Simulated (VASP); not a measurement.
Set up this calculation in VASP 6.6.1, as the native input.

| Item | Value |
| --- | --- |
| Task | single point |
| Functional | r2SCAN |
| Potentials or basis | VASP PAW PBE potentials, release 64 (Au) |
| Cutoff | 520 eV |
| k mesh | 18 × 18 × 10 |
| Occupations | gaussian, width 0.15 eV |
| Spin | no spin polarisation |
| Dipole correction | no |
| Further INCAR settings | ALGO = Normal; EDIFF = 1e-06; NBANDS = 18 |

Crystal: Au.

```xyz
2
Lattice="2.9870 0.0000 0.0000 -1.4935 2.5868 0.0000 0.0000 0.0000 4.9532" Properties=species:S:1:pos:R:3 pbc="T T T"
Au    0.0000    1.7245    3.7149
Au    1.4935    0.8623    1.2383
```

This cell differs from its parent crystal: strain +0.030 along x and y, +0.015 along z.

These files were run (other wordings do the same):

POSCAR

```
Au
1.0
    2.9869983627      0.0000000000      0.0000000000
   -1.4934991814      2.5868164632      0.0000000000
    0.0000000000      0.0000000000      4.9532000000
Au
2
Direct
    0.3333333333      0.6666666667      0.7500000000
    0.6666666667      0.3333333333      0.2500000000
```

INCAR.step1

```
  PREC = Accurate
  ENCUT = 520
  ISMEAR = 0
  SIGMA = 0.15
  LREAL = False
  LASPH = True
  NELM = 60
  NBANDS = 18
  GGA = PE
  ALGO = Normal
  EDIFF = 1E-4
  LWAVE = True
  LCHARG = False
```

INCAR.step2

```
  PREC = Accurate
  ENCUT = 520
  EDIFF = 1E-6
  ISMEAR = 0
  SIGMA = 0.15
  LREAL = False
  LASPH = True
  NELM = 60
  ALGO = Normal
  ISIF = 2
  LWAVE = False
  LCHARG = False
  METAGGA = R2SCAN
  LMIXTAU = True
  NBANDS = 18
  ISTART = 1
```

KPOINTS

```
Automatic mesh
0
Gamma
  18 18 10
```

Potentials or basis: VASP PAW PBE potentials, release 64 (Au).

Run with:

```console
$ cat potpaw_PBE.64/Au/POTCAR > POTCAR
$ cp INCAR.step1 INCAR
$ mpirun -np 1 vasp_std > vasp.out
$ cp INCAR.step2 INCAR
$ mpirun -np 1 vasp_std > vasp.out
```

Results of the run:

The pressure is -9.9 GPa. The band gap on the k mesh is zero (bands 11 and 12 overlap by 6.52 eV).

Caveat: the cell differs from its parent crystal (strain +0.030 along x and y, +0.015 along z); the cell stands under tension; the PAW data sets were made with another functional, which shifts forces and pressure a little; spin-orbit coupling is left out, which moves the levels of the heavy elements.

Run time: 2.5 min on 1 thread of Intel(R) Xeon(R) 6975P-C (Granite Rapids), with other jobs on the host, peak memory 0.26 GiB.
